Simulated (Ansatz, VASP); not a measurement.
# One calculation of HfO2, two programs

INCAR

```
PREC = Accurate ; ENCUT = 520
EDIFF = 1E-6 ; ISMEAR = 0
SIGMA = 0.05 ; LREAL = False
LASPH = True ; NELM = 80
ALGO = Normal ; ISIF = 2
LWAVE = False ; LCHARG = False
GGA = PE ; NBANDS = 31
```

Contents of KPOINTS:

```
regular mesh
0
Gamma
  8 8 6
```

The input POSCAR:

```
HfO2
1.0
    3.8049463104      0.0000000000      0.0000000000
    0.0000000000      3.8049463104      0.0000000000
    0.0000000000      0.0000000000      4.7234479085
Hf O
2 4
Direct
    0.5000000000      0.5000000000      0.5000000000
    0.0000000000      0.0000000000      0.0000000000
    0.0000000000      0.5000000000      0.6932520948
    0.5000000000      0.0000000000      0.8067479052
    0.5000000000      0.0000000000      0.3067479052
    0.0000000000      0.5000000000      0.1932520948
```

Input for Ansatz:

```yaml
crystal:
  lattice:
    - [3.8049463104, 0.0, 0.0]
    - [0.0, 3.8049463104, 0.0]
    - [0.0, 0.0, 4.7234479085]
  atoms:
    - { symbol: Hf, position: [0.5, 0.5, 0.5] }
    - { symbol: Hf, position: [0.0, 0.0, 0.0] }
    - { symbol: O, position: [0.0, 0.5, 0.6932520948] }
    - { symbol: O, position: [0.5, 0.0, 0.8067479052] }
    - { symbol: O, position: [0.5, 0.0, 0.3067479052] }
    - { symbol: O, position: [0.0, 0.5, 0.1932520948] }
basis:
  ecutwfc: 420
kpoints:
  mp_grid: { grid: [8, 8, 6] }
hamiltonian:
  xc: pbe
scf:
  occupations: { method: gaussian, width: 0.05 }
output:
  forces: true
  stress: true
  eigenvalues: true
```

Alike in both runs: task single point; functional PBE; k mesh 8 × 8 × 6; occupations gaussian, width 0.05 eV; no spin polarisation.

|  | VASP | Ansatz |
| --- | --- | --- |
| version | VASP 6.6.1 | Ansatz 0.2.0 |
| potentials or method | VASP PAW PBE potentials, release 64 (Hf_pv, O), cutoff 520 eV | scalar-relativistic, plane waves, PAW |
| valence electrons in the cell | 44 | 76 |

|  | VASP | Ansatz | Ansatz less VASP |
| --- | --- | --- | --- |
| gap on the k mesh at the Fermi level (eV) | 2.40 | 2.44 | +0.041 |
| least direct gap on the mesh (eV) | 2.41 | 2.45 | +0.041 |
| pressure (GPa) | -5.6 | -2.5 | +3.10 |
| traceless stress, the component that is largest in VASP (GPa) | 39.40 | 38.69 | -0.714 |
| rms of the force components (eV/Å) | 0.107 | 0.121 | +0.0149 |

Atom by atom the forces differ by 0.015 eV/Å (rms over components). VASP's potentials hold 44 valence electrons a cell and Ansatz's 76, so a difference there can come from the potentials and not from the codes.

Spin-orbit coupling is off throughout.
